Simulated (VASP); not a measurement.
# Bi (R-3m) in VASP: notebook, part 2 of 2

VASP 6.6.1. Earlier steps stand in the parts before.

### 4 Electric field gradients, PBEsol (36.80 Å³/atom)

This run uses another cell than the first one, of 36.80 Å³/atom.

INCAR reads:

```
SYSTEM = Bi
ALGO = Normal ; EDIFF = 1E-8
ENCUT = 520 ; GGA = PS
ISIF = 2 ; ISMEAR = -1
LASPH = .TRUE. ; LCHARG = .FALSE.
LEFG = .TRUE. ; LREAL = .FALSE.
LWAVE = .FALSE. ; NBANDS = 22
NELM = 80 ; PREC = Accurate
SIGMA = 0.03
```

KPOINTS reads:

```
k-points
0
G
  10 10 10
  0 0 0
```

POSCAR reads:

```
Bi
1.0
    2.3029109990      1.3295862852      4.0060322827
   -2.3029109990      1.3295862852      4.0060322827
    0.0000000000     -2.6591725704      4.0060322827
Bi
2
Direct
    0.2338900000      0.2338900000      0.2338900000
    0.7661100000      0.7661100000      0.7661100000
```

Potentials or basis: VASP PAW PBE potentials, release 64 (Bi_d).

Launch:

```console
> cat potpaw_PBE.64/Bi_d/POTCAR > POTCAR
> mpirun -np 1 vasp_std > vasp.out
```

OUTCAR:

```text
SYSTEM = Bi
   EDIFF = 1E-8
   ENCUT = 520
   GGA = PS
   ISIF = 2
   ISMEAR = -1
   LASPH = .TRUE.
   LREAL = .FALSE.
   NELM = 80
   PREC = Accurate

 ion  position               nearest neighbor table
   1  0.234  0.234  0.234-   2 3.11   2 3.11   2 3.11   2 3.58   2 3.58   2 3.58
   2  0.766  0.766  0.766-   1 3.11   1 3.11   1 3.11   1 3.58   1 3.58   1 3.58

  LATTYP: Found a trigonal (rhomboedric) cell.
 ALAT       =     4.8082734333
 COS(alpha) =     0.5412184017

  Lattice vectors:

 A1 = (   2.3029109990,   1.3295862852,   4.0060322827)
 A2 = (  -2.3029109990,   1.3295862852,   4.0060322827)
 A3 = (   0.0000000000,  -2.6591725704,   4.0060322827)

Analysis of symmetry for initial positions (statically):
=====================================================================
 Subroutine PRICEL returns:
 Original cell was already a primitive cell.

 Routine SETGRP: Setting up the symmetry group for a
 trigonal (rhombohedral) supercell.

 Subroutine GETGRP returns: Found 12 space group operations
 (whereof 12 operations were pure point group operations)
 out of a pool of 12 trial point group operations.

The static configuration has the point symmetry D_3d.

Analysis of symmetry for dynamics (positions and initial velocities):
=====================================================================
 Subroutine PRICEL returns:
 Original cell was already a primitive cell.

 Routine SETGRP: Setting up the symmetry group for a
 trigonal (rhombohedral) supercell.

 Subroutine GETGRP returns: Found 12 space group operations
 (whereof 12 operations were pure point group operations)
 out of a pool of 12 trial point group operations.

The dynamic configuration has the point symmetry D_3d.

 Subroutine INISYM returns: Found 12 space group operations
 (whereof 12 operations are pure point group operations),
 and found     1 'primitive' translations

----------------------------------------------------------------------------------------

                                     Primitive cell

  volume of cell :      73.5969

  direct lattice vectors                    reciprocal lattice vectors
     2.302910999  1.329586285  4.006032283     0.217116510  0.125352276  0.083207850
    -2.302910999  1.329586285  4.006032283    -0.217116510  0.125352276  0.083207850
     0.000000000 -2.659172570  4.006032283     0.000000000 -0.250704552  0.083207850

  length of vectors
     4.808273433  4.808273433  4.808273433     0.264152074  0.264152074  0.264152074

  position of ions in fractional coordinates (direct lattice)
     0.233890000  0.233890000  0.233890000
     0.766110000  0.766110000  0.766110000

  ion indices of the primitive-cell ions
   primitive index   ion index
                 1           1
                 2           2

----------------------------------------------------------------------------------------

 KPOINTS: k-points

Automatic generation of k-mesh.
[... 70 lines left out ...]
   IBRION =     -1    ionic relax: 0-MD 1-quasi-New 2-CG
   NFREE  =      0    steps in history (QN), initial steepest desc. (CG)
   ISIF   =      2    stress and relaxation
   ISYM   =      2    0-nonsym 1-usesym 2-fastsym
   POTIM  = 0.5000    time-step for ionic-motion
   TEBEG  =    0.0;   TEEND  =   0.0 temperature during run
   PSTRESS=    0.0 pullay stress
   NELECT =      30.0000    total number of electrons
   NUPDOWN=      -1.0000    fix difference up-down
   EMIN   =  10.00;   EMAX   =-10.00  energy-range for DOS
   EFERMI =   0.00;   METHOD = LEGACY
   ISMEAR =    -1;   SIGMA  =   0.03  broadening in eV -4-tet -1-fermi 0-gaus
   EFERMI_NEDOS =   21; number of points for ismear=-14 and -15
   IALGO  =     38    algorithm
   IMIX   =      4    mixing-type and parameters
     AMIX     =   0.40;   BMIX     =  1.00
     AMIX_MAG =   1.60;   BMIX_MAG =  1.00
  volume/ion in A,a.u.               =      36.80       248.33
  Fermi-wavevector in a.u.,A,eV,Ry     =   1.213842  2.293829 20.046989  1.473412
  Thomas-Fermi vector in A             =   2.349281
   LORBIT       =      0    0 simple, 1 ext, 2 COOP (PROOUT), +10 PAW based schemes
   GGA     = PS    functional components
   LHFCALC =     F    Hartree Fock is set to
   AEXX    =    0.0000 exact exchange contribution
   IVDW    =     0    specifies the selected vdW correction
   LEPSILON=     F    determine dielectric tensor
   LRPA    =     F    only Hartree local field effects (RPA)
 non-spin polarized calculation
  energy-cutoff  :      520.00
  volume of cell :       73.60
 maximum number of plane-waves:      2012
   NGX = 17   NGY = 17   NGZ = 17

 number of electron      29.9999997 magnetization

 Free energy of the ion-electron system (eV)
  ---------------------------------------------------
  ext. energy  EPLUGINS =         0.00000000
  ---------------------------------------------------
  free energy    TOTEN  =        -8.57525961 eV

  energy without entropy =       -8.57463740  energy(sigma->0) =       -8.57494851

 E-fermi :   5.6058     XC(G=0):  -9.4945

 val. band max:        5.5958610953   @ k =  -0.4000   0.5000   0.4000
 cond. band min:       5.6782733691   @ k =   0.4000   0.1000   0.1000
 fundamental gap:      0.0824122738
 Fermi energy:         5.6058367965

 k-point     1 :       0.0000    0.0000    0.0000
  band No.  band energies     occupation
      1     -17.1188      2.00000
      2     -17.1188      2.00000
      3     -16.9853      2.00000
      4     -16.9853      2.00000
      5     -16.9712      2.00000
      6     -16.8254      2.00000
[... 589 lines left out ...]
     21      14.7184      0.00000
     22      14.8594      0.00000

 [... further k-points ...]

------------------------ aborting loop because EDIFF is reached ----------------------------------------

  FORCE on cell =-STRESS in cart. coord.  units (eV):
  Direction    XX          YY          ZZ          XY          YZ          ZX
  --------------------------------------------------------------------------------------
  -------------------------------------------------------------------------------------
  Total       -1.1410747     -1.1410747     -0.9816859      0.0000000      0.0000000      0.0000000
  in kB      -24.8407839    -24.8407839    -21.3709465      0.0000000      0.0000000      0.0000000
  external PRESSURE =     -23.6841714 kB  Pullay stress =       0.0000000 kB

 VOLUME and BASIS-vectors are now :
 -----------------------------------------------------------------------------
  energy-cutoff  :      520.00
  volume of cell :       73.60
      direct lattice vectors                 reciprocal lattice vectors
     2.302910999  1.329586285  4.006032283     0.217116510  0.125352276  0.083207850
    -2.302910999  1.329586285  4.006032283    -0.217116510  0.125352276  0.083207850
     0.000000000 -2.659172570  4.006032283     0.000000000 -0.250704552  0.083207850

 POSITION                                       TOTAL-FORCE (eV/Angst)
 -----------------------------------------------------------------------------------
      0.00000      0.00000      2.81091         0.000000      0.000000     -0.051557
      0.00000      0.00000      9.20718         0.000000     -0.000000      0.051557
 -----------------------------------------------------------------------------------
    total drift:                                0.000000     -0.000000      0.000000

  FREE ENERGIE OF THE ION-ELECTRON SYSTEM (eV)
  ---------------------------------------------------
  free  energy   TOTEN  =        -8.5752596062 eV

  energy  without entropy=       -8.5746374044  energy(sigma->0) =       -8.57494851

 Electric field gradients (V/A^2)
---------------------------------------------------------------------
 ion       V_xx      V_yy      V_zz      V_xy      V_xz      V_yz
---------------------------------------------------------------------
   1      14.094    14.094   -28.188    -0.000     0.000    -0.000
   2      14.094    14.094   -28.188     0.000    -0.000    -0.000
---------------------------------------------------------------------

 Electric field gradients after diagonalization (V/A^2)
 (convention: |V_zz| > |V_xx| > |V_yy|)
----------------------------------------------------------------------
 ion       V_xx      V_yy      V_zz     asymmetry (V_yy - V_xx)/ V_zz
----------------------------------------------------------------------
   1      14.094    14.094   -28.188       0.000
   2      14.094    14.094   -28.188       0.000
----------------------------------------------------------------------

           NMR quadrupolar parameters

 Cq : quadrupolar parameter    Cq=e*Q*V_zz/h
 eta: asymmetry parameters     (V_yy - V_xx)/ V_zz
 Q  : nuclear electric quadrupole moment in mb (millibarn)
----------------------------------------------------------------------
 ion       Cq(MHz)       eta       Q (mb)
----------------------------------------------------------------------
   1      -0.068       0.000       1.000
   2      -0.068       0.000       1.000
----------------------------------------------------------------------
```

OSZICAR:

```text
N       E                     dE             d eps       ncg     rms          rms(c)
DAV:   1     0.305761998412E+03    0.30576E+03   -0.16069E+04  5104   0.160E+03
DAV:   2     0.173899337238E+02   -0.28837E+03   -0.28110E+03  5188   0.431E+02
DAV:   3    -0.768375076510E+01   -0.25074E+02   -0.24796E+02  6148   0.142E+02
DAV:   4    -0.855623925397E+01   -0.87249E+00   -0.87206E+00  6434   0.292E+01
DAV:   5    -0.859019597235E+01   -0.33957E-01   -0.33956E-01  7292   0.518E+00    0.105E+00
DAV:   6    -0.857935904049E+01    0.10837E-01   -0.20850E-02  6726   0.160E+00    0.615E-01
DAV:   7    -0.857525804920E+01    0.41010E-02   -0.13540E-02  6428   0.131E+00    0.118E-01
DAV:   8    -0.857524831866E+01    0.97305E-05   -0.15083E-03  5974   0.460E-01    0.199E-02
DAV:   9    -0.857526038090E+01   -0.12062E-04   -0.63355E-05  7804   0.599E-02    0.961E-03
DAV:  10    -0.857525954955E+01    0.83135E-06   -0.41063E-06  5990   0.189E-02    0.175E-03
DAV:  11    -0.857525967879E+01   -0.12924E-06   -0.35554E-07  6360   0.528E-03    0.844E-04
DAV:  12    -0.857525960018E+01    0.78610E-07   -0.54312E-08  5384   0.177E-03    0.199E-04
DAV:  13    -0.857525960622E+01   -0.60372E-08   -0.54951E-09  3866   0.675E-04
   1 F= -.85752596E+01 E0= -.85749485E+01  d E =-.622202E-03
```

stdout:

```text
POSCAR found type information on POSCAR Bi
 POSCAR found :  1 types and       2 ions
 scaLAPACK will be used
 -----------------------------------------------------------------------------
|                                                                             |
|                                                                             |
|     You enforced a specific xc type in the INCAR file but a different       |
|     I HOPE YOU KNOW WHAT YOU ARE DOING!                                     |
|                                                                             |
 -----------------------------------------------------------------------------

 LDA part: xc-table for (Slater+PW92), standard interpolation
 POSCAR, INCAR and KPOINTS ok, starting setup
 FFT: planning ... GRIDC
 FFT: planning ... GRID_SOFT
 FFT: planning ... GRID
 WAVECAR not read
 entering main loop
ion   1

ion   2
```

It took 2.1 min on 1 thread of Intel Xeon Platinum 8488C (Sapphire Rapids), shared host; peak memory 0.29 GiB.

What came out:

- Free energy: -8.5753 eV
- Pressure: -2.4 GPa
- Largest force: 0.052 eV/Å
- Band gap on the k mesh: zero (bands 15 and 16 overlap by 0.19 eV)
- Largest electric field gradient by atom: Bi -28.2 V/Å²

Forces in eV/Å, atoms in the order of the input:
```
Bi   0.000  0.000 -0.052
Bi   0.000  0.000  0.052
```

Electric field gradients, principal values (V/Å²):
| atom | least | middle | greatest (by size) |
| --- | --- | --- | --- |
| 1 Bi | 14.094 | 14.094 | -28.188 |
| 2 Bi | 14.094 | 14.094 | -28.188 |

Caveat: without QUAD_EFG the Cq values of the log hold for a quadrupole moment of 1 mb, not for the nuclei; the PAW data sets were made with another functional, which shifts forces and pressure a little; spin-orbit coupling is left out, which moves the levels of the heavy elements.

### 5 The runs side by side

| cell | gap on the mesh (eV) | pressure (GPa) | largest force (eV/Å) |
| --- | --- | --- | --- |
| a = 4.714 Å, angles 57.2°, 2 atoms | none | 0.3 | 0.21 |
| a = 4.762 Å, angles 57.2°, 2 atoms | none | -1.2 | 0.07 |
| a = 4.808 Å, angles 57.2°, 2 atoms | none | -2.4 | 0.05 |

Alike in all rows: task electric field gradients; level PBEsol; potentials or basis VASP PAW PBE potentials, release 64 (Bi_d); no spin polarisation; k mesh 10 × 10 × 10; cutoff (eV) 520; smearing fermi-dirac 0.03 eV.

Caveats: the PAW data sets were made with another functional, which shifts forces and pressure a little; spin-orbit coupling is left out, which moves the levels of the heavy elements.

Absolute energies hang on the potentials; compare differences alone.

The gap in the log of VASP goes by the Fermi energy; the results here count the filled bands.